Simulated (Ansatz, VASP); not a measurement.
# W: VASP beside Ansatz

```xyz
1
Lattice="-1.5676 1.5676 1.5676 1.5676 -1.5676 1.5676 1.5676 1.5676 -1.5676" Properties=species:S:1:pos:R:3 pbc="T T T"
W     0.0000    0.0000    0.0000
```

Alike in both runs: task single point; functional LDA; k mesh 36 × 36 × 36; no spin polarisation.

```csv
,VASP,Ansatz
version,VASP 6.6.1,Ansatz 0.2.0
potentials or method,"VASP PAW LDA potentials, release 64 (W_sv)","plane-wave PAW, scalar-relativistic"
plane-wave cutoff (eV),520,420
occupations,"methfessel-paxton of order 1, width 0.1 eV","cold, width 0.1 eV"
valence electrons in the cell,14,14
```

```tsv
	VASP	Ansatz	Ansatz less VASP
pressure (GPa)	2.0	0.1	-1.88
```

Ansatz warns that its potentials were made for another functional, while VASP's fit it. LDA's correlation is that of Perdew and Zunger in VASP and of Perdew and Wang (1992) in Ansatz.

Neither program's run includes spin-orbit coupling.
